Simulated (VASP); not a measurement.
Input of a VASP 6.6.1 run:

Contents of INCAR:

```
ALGO = Normal
EDIFF = 1E-7
ENCUT = 520
GGA = PE
ISIF = 2
ISMEAR = 0
LASPH = True
LCHARG = False
LREAL = False
LWAVE = False
NBANDS = 16
NELM = 80
PREC = Accurate
SIGMA = 0.05
```

The input KPOINTS:

```
k-points
0
Gamma
  14 14 14
```

File POSCAR:

```
GaN
1.0
    0.0000000000      2.0614412784      2.0614412784
    2.0614412784      0.0000000000      2.0614412784
    2.0614412784      2.0614412784      0.0000000000
Ga N
1 1
Direct
    0.0000000000      0.0000000000      0.0000000000
    0.5000000000      0.5000000000      0.5000000000
```

Potentials or basis: VASP PAW PBE potentials, release 64 (Ga_d, N).

Command:

```console
$ cat potpaw_PBE.64/Ga_d/POTCAR potpaw_PBE.64/N/POTCAR > POTCAR
$ mpirun -np 1 vasp_std > vasp.out
```

**Question.** Estimate the pressure.

**Answer.** 28.7 GPa.

**Question.** Predict the band gap on the k mesh.

**Answer.** 1.08 eV, indirect (least direct gap 3.73 eV).

Caveat: the cell differs from its parent crystal (strained). A k mesh can miss the band edges.
